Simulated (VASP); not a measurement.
Crystal: Rh.

```
Rh
1.0
     3.68819    0.00000    0.00000
     0.00000    3.68819    0.00000
     0.00000    0.00000    3.68819
Rh
3
Direct
  0.00000 0.50000 0.50000
  0.50000 0.00000 0.50000
  0.50000 0.50000 0.00000
```

Base run:

```yaml
Program: VASP 6.6.1
Functional: PBE
Potentials_or_basis: VASP PAW PBE potentials, release 64 (Rh_pv)
Cutoff: 520 eV
k_mesh: 6 × 6 × 6
Occupations: gaussian, width 0.1 eV
Spin: no spin polarisation
```

Its results: pressure 0.2 GPa.

The run is repeated on the same cell with these changes: spin from no spin polarisation to collinear spin, ferromagnetic start; further incar settings from ALGO = Normal; EDIFF = 1e-06; NBANDS = 30 to ALGO = Fast; EDIFF = 1e-07; NBANDS = 34. What comes out?

Pressure 0.4 GPa; net moment 1.03 μB per cell; site moments Rh +0.34 μB.
